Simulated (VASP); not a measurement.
ScAl3, 4 atoms in the cell. Symmetry: R-3m, No. 166, trigonal system. The conventional cell has a = 6.129 Å, b = 6.129 Å, c = 6.381 Å, α = 90.00°, β = 90.00°, γ = 120.00°. Within 3.6 Å of Sc (site symmetry -3m) lie 12 Al at 2.77 to 3.06 Å. Al (site symmetry 2/m) has 4 Sc at 2.77 to 3.06 Å and 8 Al at 2.77 to 3.06 Å within 3.6 Å.  This cell differs from its parent crystal: ratio of the length along [111] to the lengths across it x 0.85, volume and fractional coordinates fixed.

```yaml
Program: VASP 6.6.1
Task: single point
Functional: PBE
Potentials_or_basis: VASP PAW PBE potentials, release 64 (Sc_sv, Al)
Cutoff: 520 eV
k_mesh: 14 × 14 × 14
Occupations: gaussian, width 0.15 eV
Spin: no spin polarisation
Dipole_correction: no
Further_INCAR_settings: ALGO = Fast; EDIFF = 1e-06; NBANDS = 18
```

Potentials or basis: VASP PAW PBE potentials, release 64 (Sc_sv, Al).

The run is started by

```sh
$ cat potpaw_PBE.64/Sc_sv/POTCAR potpaw_PBE.64/Al/POTCAR > POTCAR
$ mpirun -np 1 vasp_std > vasp.out
```

Hardware: 1 thread of Intel(R) Xeon(R) Platinum 8259CL CPU @ 2.50GHz (Skylake/Cascade Lake), on a shared host.

How long does it take, and how much memory?

Wall time 5.5 min on 1 thread of Intel(R) Xeon(R) Platinum 8259CL CPU @ 2.50GHz (Skylake/Cascade Lake), on a shared host, peak memory 0.43 GiB. Counts: scf iterations 16, k points 288.
